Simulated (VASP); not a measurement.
Write the native input for VASP 6.6.1 that does the following.

| Item | Value |
| --- | --- |
| Task | relaxation of cell and atoms |
| Functional | r2SCAN |
| Dispersion | D4 |
| Potentials or basis | VASP PAW PBE potentials, release 64 (Pt) |
| Cutoff | 600 eV |
| k mesh | 19 × 19 × 19 |
| Occupations | fermi-dirac, width 0.1 eV |
| Spin | no spin polarisation |
| Dipole correction | no |
| Further INCAR settings | ALGO = Normal; EDIFF = 1e-06; IBRION = 2; EDIFFG = -0.005; NSW = 60; ISIF = 3 |

Pt:

```
Pt
1.0
     0.00000    1.96134    1.96134
     1.96134    0.00000    1.96134
     1.96134    1.96134    0.00000
Pt
1
Direct
  0.00000 0.00000 0.00000
```

These files were run (other wordings do the same):

POSCAR

```
Pt
1.0
    0.0000000000      1.9613408845      1.9613408845
    1.9613408845      0.0000000000      1.9613408845
    1.9613408845      1.9613408845      0.0000000000
Pt
1
Direct
    0.0000000000      0.0000000000      0.0000000000
```

INCAR.step1

```
ALGO = Normal
EDIFF = 1E-4
ENCUT = 600
GGA = PE
ISMEAR = -1
LASPH = T
LCHARG = F
LREAL = F
LWAVE = T
NELM = 80
PREC = Accurate
SIGMA = 0.1
```

INCAR.step2

```
ALGO = Normal
EDIFF = 1E-6
EDIFFG = -0.005
ENCUT = 600
IBRION = 2
ISIF = 3
ISMEAR = -1
ISTART = 1
IVDW = 13
LASPH = T
LCHARG = F
LMIXTAU = T
LREAL = F
LWAVE = F
METAGGA = R2SCAN
NELM = 80
NSW = 60
PREC = Accurate
SIGMA = 0.1
VDW_A1 = 0.51559235
VDW_A2 = 5.77342911
VDW_S6 = 1.0
VDW_S8 = 0.6018749
```

KPOINTS

```
k-points
0
Gamma
  19 19 19
```

Potentials or basis: VASP PAW PBE potentials, release 64 (Pt).

Command:

```bash
$ cat potpaw_PBE.64/Pt/POTCAR > POTCAR
$ cp INCAR.step1 INCAR
$ mpirun -np 1 vasp_std > vasp.out
$ cp INCAR.step2 INCAR
$ mpirun -np 1 vasp_std > vasp.out
```

It gave:

The relaxed volume is 15.23 Å³/atom and the relaxed cell is a = 2.782 Å, b = 2.782 Å, c = 2.782 Å, α = 60.00°, β = 60.00°, γ = 60.00°. The space group after relaxing (to 0.1 Å) is Fm-3m (No. 225). The energy gained by relaxing is 1.2 meV/atom and the ionic steps are 3. The pressure after relaxing is 0.0 GPa, the band gap on the k mesh is zero (bands 5 and 6 overlap by 2.31 eV) and the dispersion energy per atom is -0.253 eV.

Caveat: the PAW data sets were made with another functional, which shifts forces and pressure a little; spin-orbit coupling is left out, which moves the levels of the heavy elements.

Run time: 5.1 min on 1 thread of Intel Xeon 8259CL (shared host), peak memory 0.19 GiB.
